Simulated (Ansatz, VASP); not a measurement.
One calculation of Zr, two programs

Contents of INCAR:

```
SYSTEM = Zr
PREC = Accurate ; ENCUT = 520
EDIFF = 1E-8 ; ISMEAR = -1
SIGMA = 0.05 ; LREAL = .False.
LASPH = .True. ; NELM = 60
ALGO = Normal ; ISIF = 2
LWAVE = .False. ; LCHARG = .False.
GGA = PE ; LEFG = .True.
NBANDS = 12
```

Contents of KPOINTS:

```
regular mesh
0
Gamma
  16 16 16
  0 0 0
```

POSCAR

```
Zr
1.0
    0.0000000000      2.2245232910      2.2245232910
    2.2245232910      0.0000000000      2.2245232910
    2.2245232910      2.2245232910      0.0000000000
Zr
1
Direct
    0.0000000000      0.0000000000      0.0000000000
```

Input for Ansatz:

```yaml
crystal:
  lattice:
    - [0.0, 2.224523291, 2.224523291]
    - [2.224523291, 0.0, 2.224523291]
    - [2.224523291, 2.224523291, 0.0]
  atoms:
    - { symbol: Zr, position: [0.0, 0.0, 0.0] }
kpoints:
  mp_grid: { grid: [16, 16, 16] }
scf:
  occupations: { method: fermi_dirac, width: 0.05 }
hamiltonian:
  xc: pbe
  pseudopotentials: { kind: all_electron, datasets: crystal }
output:
  forces: true
  stress: true
  eigenvalues: true
  efg: { contact_densities: true }
```

Change from the starting cell: volume scaled by 0.96, crystal datasets.

Alike in both runs: task electric field gradients; functional PBE; k mesh 16 × 16 × 16; occupations fermi-dirac, width 0.05 eV; no spin polarisation.

|  | VASP | Ansatz |
| --- | --- | --- |
| version | VASP 6.6.1 | Ansatz 0.2.0 |
| potentials or method | VASP PAW PBE potentials, release 64 (Zr_sv), cutoff 520 eV | all-electron PAW with datasets made for the crystal, scalar-relativistic |

|  | VASP | Ansatz | Ansatz less VASP |
| --- | --- | --- | --- |
| pressure (GPa) | 5.1 | 5.1 | 0.00 |

Ansatz ran all-electron here, and VASP with PAW potentials.
